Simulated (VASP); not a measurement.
# B (P4_2/mnm) in VASP: notebook

The runs below take B through single point, relaxation of cell and atoms, with PBE.

Everything below comes from runs of VASP 6.6.1. Logs are shortened: lines on timing, memory, paths and dates and some standing lists are left out, and cuts for length are marked.

## Step 1: The cell of the first run

Symmetry: P4_2/mnm, No. 136, tetragonal system. The conventional cell has a = 2.974 Å, b = 2.974 Å, c = 2.786 Å, α = 90.00°, β = 90.00°, γ = 90.00°. B (site symmetry m2m) has 11 B at 1.66 to 2.15 Å within 2.2 Å.

## Step 2: Single point, PBE

Input file INCAR:

```
SYSTEM = B
PREC = Accurate
ENCUT = 520
EDIFF = 1E-6
ISMEAR = 0
SIGMA = 0.1
LREAL = .FALSE.
LASPH = .TRUE.
NELM = 60
ALGO = Normal
ISIF = 2
LWAVE = .FALSE.
LCHARG = .FALSE.
GGA = PE
NBANDS = 14
```

Input file KPOINTS:

```
regular mesh
0
G
  6 6 6
  0 0 0
```

Input file POSCAR:

```
B
1.0
    2.9739089071      0.0000000000      0.0000000000
    0.0000000000      2.9739089071      0.0000000000
    0.0000000000      0.0000000000      2.7858542223
B
4
Direct
    0.8027623800      0.1972376200      0.0000000000
    0.1972376200      0.8027623800      0.0000000000
    0.3027623800      0.3027623800      0.5000000000
    0.6972376200      0.6972376200      0.5000000000
```

Potentials or basis: VASP PAW PBE potentials, release 64 (B).

Launch:

```console
$ cat potpaw_PBE.64/B/POTCAR > POTCAR
$ mpirun -np 1 vasp_std > vasp.out
```

OUTCAR:

```text
SYSTEM = B
   PREC = Accurate
   ENCUT = 520
   EDIFF = 1E-6
   ISMEAR = 0
   LREAL = .FALSE.
   LASPH = .TRUE.
   NELM = 60
   ISIF = 2
   GGA = PE

 ion  position               nearest neighbor table
   1  0.803  0.197  0.000-   2 1.66   3 2.06   4 2.06   3 2.06   4 2.06   4 2.06   4 2.06   3 2.06
                             3 2.06   2 2.15   2 2.15
   2  0.197  0.803  0.000-   1 1.66   3 2.06   4 2.06   3 2.06   4 2.06   3 2.06   3 2.06   4 2.06
                             4 2.06   1 2.15   1 2.15
   3  0.303  0.303  0.500-   4 1.66   2 2.06   1 2.06   1 2.06   2 2.06   2 2.06   2 2.06   1 2.06
                             1 2.06   4 2.15   4 2.15
   4  0.697  0.697  0.500-   3 1.66   2 2.06   1 2.06   1 2.06   2 2.06   1 2.06   1 2.06   2 2.06
                             2 2.06   3 2.15   3 2.15

  LATTYP: Found a simple tetragonal cell.
 ALAT       =     2.9739089071
 C/A-ratio  =     0.9367651496

  Lattice vectors:

 A1 = (   2.9739089071,   0.0000000000,   0.0000000000)
 A2 = (   0.0000000000,   2.9739089071,   0.0000000000)
 A3 = (   0.0000000000,   0.0000000000,   2.7858542223)

Analysis of symmetry for initial positions (statically):
=====================================================================
 Subroutine PRICEL returns:
 Original cell was already a primitive cell.

 Routine SETGRP: Setting up the symmetry group for a
 simple tetragonal supercell.

 Subroutine GETGRP returns: Found 16 space group operations
 (whereof  8 operations were pure point group operations)
 out of a pool of 16 trial point group operations.

The static configuration has the point symmetry D_2h.
 The point group associated with its full space group is D_4h.

Analysis of symmetry for dynamics (positions and initial velocities):
=====================================================================
 Subroutine PRICEL returns:
 Original cell was already a primitive cell.

 Routine SETGRP: Setting up the symmetry group for a
 simple tetragonal supercell.

 Subroutine GETGRP returns: Found 16 space group operations
 (whereof  8 operations were pure point group operations)
 out of a pool of 16 trial point group operations.

The dynamic configuration has the point symmetry D_2h.
 The point group associated with its full space group is D_4h.

 Subroutine INISYM returns: Found 16 space group operations
 (whereof  8 operations are pure point group operations),
 and found     1 'primitive' translations

----------------------------------------------------------------------------------------

                                     Primitive cell

[... 104 lines left out ...]
   PSTRESS=    0.0 pullay stress
   NELECT =      12.0000    total number of electrons
   NUPDOWN=      -1.0000    fix difference up-down
   EMIN   =  10.00;   EMAX   =-10.00  energy-range for DOS
   EFERMI =   0.00;   METHOD = LEGACY
   ISMEAR =     0;   SIGMA  =   0.10  broadening in eV -4-tet -1-fermi 0-gaus
   EFERMI_NEDOS =   21; number of points for ismear=-14 and -15
   IALGO  =     38    algorithm
   IMIX   =      4    mixing-type and parameters
     AMIX     =   0.40;   BMIX     =  1.00
     AMIX_MAG =   1.60;   BMIX_MAG =  1.00
  volume/ion in A,a.u.               =       6.16        41.57
  Fermi-wavevector in a.u.,A,eV,Ry     =   1.288044  2.434050 22.572843  1.659057
  Thomas-Fermi vector in A             =   2.420022
   LORBIT       =      0    0 simple, 1 ext, 2 COOP (PROOUT), +10 PAW based schemes
   GGA     = PE    functional components
   LHFCALC =     F    Hartree Fock is set to
   AEXX    =    0.0000 exact exchange contribution
   IVDW    =     0    specifies the selected vdW correction
   LEPSILON=     F    determine dielectric tensor
   LRPA    =     F    only Hartree local field effects (RPA)
 non-spin polarized calculation
 Gauss-broadening in eV      SIGMA  =   0.10
  energy-cutoff  :      520.00
  volume of cell :       24.64
 maximum number of plane-waves:       699
 NGX is ok and might be reduce to    24
   NGX = 11   NGY = 11   NGZ = 11

 number of electron      12.0000000 magnetization

 Free energy of the ion-electron system (eV)
  ---------------------------------------------------
  ext. energy  EPLUGINS =         0.00000000
  ---------------------------------------------------
  free energy    TOTEN  =       -22.12294448 eV

  energy without entropy =      -22.11934449  energy(sigma->0) =      -22.12114448

 E-fermi :   9.5408     XC(G=0): -12.7763

 val. band max:        9.5235856783   @ k =   0.3333   0.3333   0.1667
 cond. band min:       9.6698384985   @ k =   0.1667   0.0000   0.0000
 fundamental gap:      0.1462528202
 Fermi energy:         9.5407737541

 k-point     1 :       0.0000    0.0000    0.0000
  band No.  band energies     occupation
      1      -8.6805      2.00000
      2       1.9413      2.00000
      3       3.3413      2.00000
      4       4.1115      2.00000
      5       7.4201      2.00000
      6       7.4201      2.00000
      7      11.6194      0.00000
      8      13.8980      0.00000
      9      16.6311      0.00000
     10      16.6311      0.00000
     11      17.1754      0.00000
     12      17.1754      0.00000
     13      17.7045      0.00000
     14      20.6531      0.00000
[... 377 lines left out ...]
      1      -3.6013      2.00000
      2      -3.6013      2.00000
      3       1.4173      2.00000
      4       1.4173      2.00000
      5       7.6852      2.00000
      6       7.6852      2.00000
      7      12.9571      0.00000
      8      12.9571      0.00000
      9      14.1539      0.00000
     10      14.1539      0.00000
     11      17.1826      0.00000
     12      17.1826      0.00000
     13      19.9960      0.00000
     14      19.9960      0.00000

 [... further k-points ...]
[... 5 lines left out ...]
  --------------------------------------------------------------------------------------
  -------------------------------------------------------------------------------------
  Total        0.0068876      0.0068876     -0.0054635      0.0000000      0.0000000      0.0000000
  in kB        0.4478834      0.4478834     -0.3552788      0.0000000      0.0000000      0.0000000
  external PRESSURE =       0.1801626 kB  Pullay stress =       0.0000000 kB

 VOLUME and BASIS-vectors are now :
 -----------------------------------------------------------------------------
  energy-cutoff  :      520.00
  volume of cell :       24.64
      direct lattice vectors                 reciprocal lattice vectors
     2.973908907  0.000000000  0.000000000     0.336257778  0.000000000  0.000000000
     0.000000000  2.973908907  0.000000000     0.000000000  0.336257778  0.000000000
     0.000000000  0.000000000  2.785854222     0.000000000  0.000000000  0.358956327

 POSITION                                       TOTAL-FORCE (eV/Angst)
 -----------------------------------------------------------------------------------
      2.38734      0.58657      0.00000        -0.007490      0.007490      0.000000
      0.58657      2.38734      0.00000         0.007490     -0.007490      0.000000
      0.90039      0.90039      1.39293        -0.007490     -0.007490     -0.000000
      2.07352      2.07352      1.39293         0.007490      0.007490      0.000000
 -----------------------------------------------------------------------------------
    total drift:                                0.000000      0.000000      0.000000

  FREE ENERGIE OF THE ION-ELECTRON SYSTEM (eV)
  ---------------------------------------------------
  free  energy   TOTEN  =       -22.1229444782 eV

  energy  without entropy=      -22.1193444880  energy(sigma->0) =      -22.12114448
```

OSZICAR:

```text
N       E                     dE             d eps       ncg     rms          rms(c)
DAV:   1     0.106055363836E+02    0.10606E+02   -0.55213E+03  1128   0.786E+02
DAV:   2    -0.214934557402E+02   -0.32099E+02   -0.29894E+02  1510   0.146E+02
DAV:   3    -0.224121128175E+02   -0.91866E+00   -0.90684E+00  1402   0.187E+01
DAV:   4    -0.224142031210E+02   -0.20903E-02   -0.20899E-02  1282   0.910E-01
DAV:   5    -0.224142102562E+02   -0.71351E-05   -0.71350E-05  1302   0.435E-02    0.444E+00
DAV:   6    -0.221944570590E+02    0.21975E+00   -0.12361E-01  1138   0.207E+00    0.253E+00
DAV:   7    -0.221227612722E+02    0.71696E-01   -0.14823E-01  1252   0.226E+00    0.413E-01
DAV:   8    -0.221230629792E+02   -0.30171E-03   -0.77719E-03  1210   0.643E-01    0.641E-02
DAV:   9    -0.221229405337E+02    0.12245E-03   -0.22157E-04  1324   0.957E-02    0.210E-02
DAV:  10    -0.221229447138E+02   -0.41802E-05   -0.13989E-05  1342   0.261E-02    0.408E-03
DAV:  11    -0.221229444782E+02    0.23565E-06   -0.91413E-07   656   0.571E-03
   1 F= -.22122944E+02 E0= -.22121144E+02  d E =-.359999E-02
```

stdout:

```text
POSCAR found type information on POSCAR B
 POSCAR found :  1 types and       4 ions
 scaLAPACK will be used
 LDA part: xc-table for (Slater+PW92), standard interpolation
 POSCAR, INCAR and KPOINTS ok, starting setup
 FFT: planning ... GRIDC
 FFT: planning ... GRID_SOFT
 FFT: planning ... GRID
 WAVECAR not read
 entering main loop
```

Wall time 6.4 s (1 thread of AMD EPYC 9R14 (Zen 4), shared host); peak memory 0.1 GiB.

What came out:

```yaml
Free_energy: -22.1229 eV
Pressure: 0.0 GPa
Largest_force: 0.011 eV/Å
Band_gap_on_the_k_mesh: zero (band 6 reaches 12.11 eV, above the bottom of band 7 at 4.22 eV)
```

Forces in eV/Å, atoms in the order of the input:
```
B   -0.007  0.007  0.000
B    0.007 -0.007  0.000
B   -0.007 -0.007  0.000
B    0.007  0.007  0.000
```

Stress tensor (GPa, compression positive):
```
 0.04  0.00  0.00
 0.00  0.04  0.00
 0.00  0.00 -0.04
```

Caveat: the k points lie up to 0.38 Å⁻¹ apart.

## Step 3: Single point, PBE

This run uses another cell than the first one, of 7.44 Å³/atom, 1.208 times its volume.

Input file INCAR:

```
PREC     = Accurate       # precision mode
ENCUT    = 520            # plane-wave cutoff, eV
EDIFF    = 1E-7           # SCF threshold, eV
ISMEAR   = 0              # smearing method
SIGMA    = 0.1            # smearing width, eV
LREAL    = False          # projectors in reciprocal space
LASPH    = True           # aspherical terms in the spheres
NELM     = 100            # most SCF steps
ALGO     = Normal         # electronic algorithm
ISIF     = 2              # what is computed and relaxed
LWAVE    = False          # write WAVECAR
LCHARG   = False          # write CHGCAR
GGA      = PE             # functional
NBANDS   = 14             # bands
```

Input file KPOINTS:

```
regular mesh
0
Gamma
  6 6 6
```

Input file POSCAR:

```
B
1.0
    3.3297619700      0.0000000000      0.0000000000
    0.0000000000      3.3297619700      0.0000000000
    0.0000000000      0.0000000000      2.6853065600
B
4
Direct
    0.8083300300      0.1916699700      0.0000000000
    0.1916699700      0.8083300300      0.0000000000
    0.3083300300      0.3083300300      0.5000000000
    0.6916699700      0.6916699700      0.5000000000
```

Potentials or basis: VASP PAW PBE potentials, release 64 (B).

Launch:

```console
$ cat potpaw_PBE.64/B/POTCAR > POTCAR
$ mpirun -np 1 vasp_std > vasp.out
```

It took 7.7 s on 1 thread of AMD EPYC 9R14 (Zen 4), shared host; peak memory 0.11 GiB.

It converged, with:

- Free energy: -20.9401 eV
- Pressure: -31.9 GPa
- Largest force: 0.929 eV/Å
- Band gap on the k mesh: zero (band 6 reaches 11.30 eV, above the bottom of band 7 at 2.75 eV)

Forces on the atoms (eV/Å):
```
B    0.657 -0.657  0.000
B   -0.657  0.657  0.000
B    0.657  0.657  0.000
B   -0.657 -0.657  0.000
```

Stress tensor (GPa, compression positive):
```
-49.87   0.00   0.00
  0.00 -49.87   0.00
  0.00   0.00   3.90
```

Levels at points of the mesh, in eV from the Fermi level:
```tsv
k point	band 3	band 4	band 5	band 6	band 7	band 8	band 9	band 10
(0.00, 0.00, 0.00)	-5.92	-3.87	-3.87	-2.13	3.96	4.39	4.39	5.10
(0.50, 0.00, 0.00)	-4.59	-4.59	-0.27	-0.27	0.84	0.84	5.77	5.77
(0.50, 0.50, 0.00)	-10.58	-10.58	3.12	3.12	4.38	4.38	6.16	6.16
(0.00, 0.00, 0.50)	-3.17	-3.17	-1.11	-1.11	-1.00	-1.00	0.76	0.76
(0.50, 0.00, 0.50)	-9.20	-9.20	-0.78	-0.78	1.41	1.41	2.49	2.49
(0.50, 0.50, 0.50)	-7.31	-7.31	-5.30	-5.30	-4.82	-4.82	8.83	8.83
```

Caveat: the k points lie up to 0.39 Å⁻¹ apart.

## Step 4: Relaxation of cell and atoms, PBE

This run uses another cell than the first one, of 7.44 Å³/atom, 1.208 times its volume.

Input file INCAR:

```
SYSTEM = B
PREC = Accurate
ENCUT = 600
EDIFF = 1E-6
ISMEAR = 0
SIGMA = 0.1
LREAL = .FALSE.
LASPH = .TRUE.
NELM = 80
ALGO = Normal
ISIF = 3
LWAVE = .FALSE.
LCHARG = .FALSE.
GGA = PE
IBRION = 2
NSW = 90
EDIFFG = -0.04
```

Input file KPOINTS:

```
Automatic mesh
0
G
  6 6 6
  0 0 0
```

POSCAR is that of step 3.

Potentials or basis: VASP PAW PBE potentials, release 64 (B).

Launch:

```console
$ cat potpaw_PBE.64/B/POTCAR > POTCAR
$ mpirun -np 1 vasp_std > vasp.out
```

OUTCAR:

```text
SYSTEM = B
   PREC = Accurate
   ENCUT = 600
   EDIFF = 1E-6
   ISMEAR = 0
   LREAL = .FALSE.
   LASPH = .TRUE.
   NELM = 80
   ISIF = 3
   GGA = PE
   IBRION = 2
   NSW = 90
   EDIFFG = -0.04

 ion  position               nearest neighbor table
   1  0.808  0.192  0.000-   2 1.81
   2  0.192  0.808  0.000-   1 1.81
   3  0.308  0.308  0.500-   4 1.81
   4  0.692  0.692  0.500-   3 1.81

  LATTYP: Found a simple tetragonal cell.
 ALAT       =     3.3297619700
 C/A-ratio  =     0.8064560122

  Lattice vectors:

 A1 = (   3.3297619700,   0.0000000000,   0.0000000000)
 A2 = (   0.0000000000,   3.3297619700,   0.0000000000)
 A3 = (   0.0000000000,   0.0000000000,   2.6853065600)

Analysis of symmetry for initial positions (statically):
[... 415 lines left out ...]
  free energy    TOTEN  =       -22.12931077 eV

  energy without entropy =      -22.12561072  energy(sigma->0) =      -22.12746074

 E-fermi :   9.4966     XC(G=0): -12.7606

 val. band max:        9.4774700046   @ k =   0.3333   0.3333   0.1667
 cond. band min:       9.6117143457   @ k =   0.1667   0.0000   0.0000
 fundamental gap:      0.1342443411
 Fermi energy:         9.4966373853

 k-point     1 :       0.0000    0.0000    0.0000
  band No.  band energies     occupation
      1      -8.6827      2.00000
      2       1.9073      2.00000
      3       3.3247      2.00000
      4       4.0960      2.00000
      5       7.3583      2.00000
      6       7.3583      2.00000
      7      11.5826      0.00000
      8      13.8167      0.00000
      9      17.1159      0.00000
     10      17.1159      0.00000
[... 287 lines left out ...]
 k-point    24 :       0.5000    0.0000    0.3333
  band No.  band energies     occupation
      1      -3.6139      2.00000
      2      -3.6139      2.00000
      3       1.3978      2.00000
      4       1.3978      2.00000
      5       7.6388      2.00000
      6       7.6388      2.00000
      7      12.8884      0.00000
      8      12.8884      0.00000
      9      14.0961      0.00000
     10      14.0961      0.00000

 [... further k-points ...]
[... 5 lines left out ...]
  --------------------------------------------------------------------------------------
  -------------------------------------------------------------------------------------
  Total       -0.1291577     -0.1291577     -0.0898867     -0.0000000      0.0000000      0.0000000
  in kB       -8.3685734     -8.3685734     -5.8240689     -0.0000000      0.0000000      0.0000000
  external PRESSURE =      -7.5204053 kB  Pullay stress =       0.0000000 kB
[... 19 lines left out ...]
  FREE ENERGIE OF THE ION-ELECTRON SYSTEM (eV)
  ---------------------------------------------------
  free  energy   TOTEN  =       -22.1293107653 eV

  energy  without entropy=      -22.1256107225  energy(sigma->0) =      -22.12746074

 reached required accuracy - stopping structural energy minimisation
```

It took 30 s on 1 thread of AMD EPYC 9R14 (Zen 4), shared host; peak memory 0.12 GiB.

What came out:

```yaml
Free_energy: -22.1293 eV
Relaxed_volume: 6.18 Å³/atom
Relaxed_cell: a = 2.978 Å, b = 2.978 Å, c = 2.788 Å, α = 90.00°, β = 90.00°, γ = 90.00°
Space_group_after_relaxing_to_0.05_Å: P4_2/mnm (No. 136)
Energy_gained_by_relaxing: 296.8 meV/atom
Ionic_steps: 7
Pressure_after_relaxing: -0.8 GPa
Largest_force_after_relaxing: 0.026 eV/Å
Band_gap_on_the_k_mesh: zero (band 6 reaches 12.06 eV, above the bottom of band 7 at 4.18 eV)
```

Forces on the atoms (eV/Å):
```
B   -0.018  0.018  0.000
B    0.018 -0.018  0.000
B   -0.018 -0.018  0.000
B    0.018  0.018  0.000
```

Stress tensor (GPa, compression positive):
```
-0.84  0.00  0.00
 0.00 -0.84  0.00
 0.00  0.00 -0.58
```

Step by step:
| step | energy change (eV) | largest force (eV/Å) | pressure (GPa) | volume (Å³) |
| --- | --- | --- | --- | --- |
| 1 | 0.0000 | 0.9287 | -31.98 | 29.77 |
| 2 | -0.7959 | 2.9856 | 24.22 | 23.69 |
| 3 | -0.9687 | 1.2841 | 2.00 | 25.24 |
| 4 | -1.1742 | 0.2055 | 2.36 | 24.51 |
| 5 | -1.1790 | 0.3255 | 1.98 | 24.60 |
| 6 | -1.1793 | 0.2454 | -3.33 | 24.86 |
| 7 | -1.1871 | 0.0259 | -0.75 | 24.73 |

Final structure:
```
B
1.0
     2.97806    0.00000    0.00000
     0.00000    2.97806    0.00000
     0.00000    0.00000    2.78812
B
4
Direct
  0.80308 0.19692 0.00000
  0.19692 0.80308 0.00000
  0.30308 0.30308 0.50000
  0.69692 0.69692 0.50000
```

Caveat: the k points lie up to 0.38 Å⁻¹ apart in the final cell; the volume moved by over 15 % at a fixed basis, so the end points are rough.

## Step 5: Single point, PBE

Input file INCAR:

```
SYSTEM = B
PREC = Accurate
ENCUT = 520
EDIFF = 1E-6
ISMEAR = 0
SIGMA = 0.1
LREAL = .FALSE.
LASPH = .TRUE.
NELM = 100
ALGO = Normal
ISIF = 2
LWAVE = .FALSE.
LCHARG = .FALSE.
GGA = PE
NBANDS = 14
```

Input file KPOINTS:

```
regular mesh
0
G
  16 16 16
  0 0 0
```

Input file POSCAR:

```
B
1.0
    2.9777870542      0.0000000000      0.0000000000
    0.0000000000      2.9777870542      0.0000000000
    0.0000000000      0.0000000000      2.7787072197
B
4
Direct
    0.8029736179      0.1970263821      0.0000000000
    0.1970263821      0.8029736179      0.0000000000
    0.3029736179      0.3029736179      0.5000000000
    0.6970263821      0.6970263821      0.5000000000
```

Launch:

```console
$ cat potpaw_PBE.64/B/POTCAR > POTCAR
$ mpirun -np 1 vasp_std > vasp.out
```

Run time: 54 s. Hardware: 1 thread of AMD EPYC 9R14 (Zen 4), shared host; peak memory 0.18 GiB.

Results (log left out):

```
Free energy            : -22.1171 eV
Pressure               : 0.1 GPa
Largest force          : 0.010 eV/Å
Band gap on the k mesh : zero (band 6 reaches 12.88 eV, above the bottom of band 7 at 4.23 eV)
```

Forces in eV/Å, atoms in the order of the input:
```
B   -0.007  0.007  0.000
B    0.007 -0.007  0.000
B   -0.007 -0.007  0.000
B    0.007  0.007  0.000
```

Levels at points of the mesh, in eV from the Fermi level:
```tsv
k point	band 2	band 3	band 4	band 5	band 6	band 7	band 8	band 9	band 10	band 11
(0.00, 0.00, 0.00)	-7.58	-6.16	-5.31	-2.12	-2.12	2.24	4.42	7.16	7.16	7.63
(0.50, 0.00, 0.00)	-14.81	-4.06	-4.06	-1.41	-1.41	1.77	1.77	4.78	4.78	9.53
(0.50, 0.50, 0.00)	-11.66	-11.37	-11.37	1.85	1.85	3.01	3.01	6.17	6.17	6.56
(0.00, 0.00, 0.50)	-14.28	-3.36	-3.36	-1.63	-1.63	-0.22	-0.22	2.70	2.70	8.99
(0.50, 0.00, 0.50)	-10.99	-10.92	-10.92	-0.56	-0.56	2.26	2.26	4.56	4.56	6.54
(0.50, 0.50, 0.50)	-9.44	-8.84	-8.84	-5.45	-5.45	-5.26	-5.26	12.13	12.13	12.27
```

[end of part 1 of 2]
